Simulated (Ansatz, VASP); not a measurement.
## Al3N2: VASP beside Ansatz

```
CELL_PARAMETERS angstrom
5.00022 0.00000 0.00000
0.00000 5.00022 0.00000
0.00000 0.00000 5.00022
ATOMIC_POSITIONS crystal
Al 0.50000 0.00000 0.00000
Al 0.00000 0.50000 0.00000
Al 0.00000 0.00000 0.50000
N 0.50000 0.50000 0.50000
N 0.00000 0.00000 0.00000
```

Alike in both runs: task single point; functional PBE; k mesh 4 × 4 × 4; occupations gaussian, width 0.1 eV; no spin polarisation.

|  | VASP | Ansatz |
| --- | --- | --- |
| version | VASP 6.6.1 | Ansatz 0.2.0 |
| potentials or method | VASP PAW PBE potentials, release 64 (Al, N), cutoff 520 eV | scalar-relativistic, plane waves, PAW |
| valence electrons in the cell | 19 | 19 |

```tsv
	VASP	Ansatz	Ansatz less VASP
gap on the k mesh at the Fermi level (eV)	none	none	-
pressure (GPa)	-15.5	-15.5	+0.02
```

A gap of «none» marks a metal or a gap that the smearing closes.
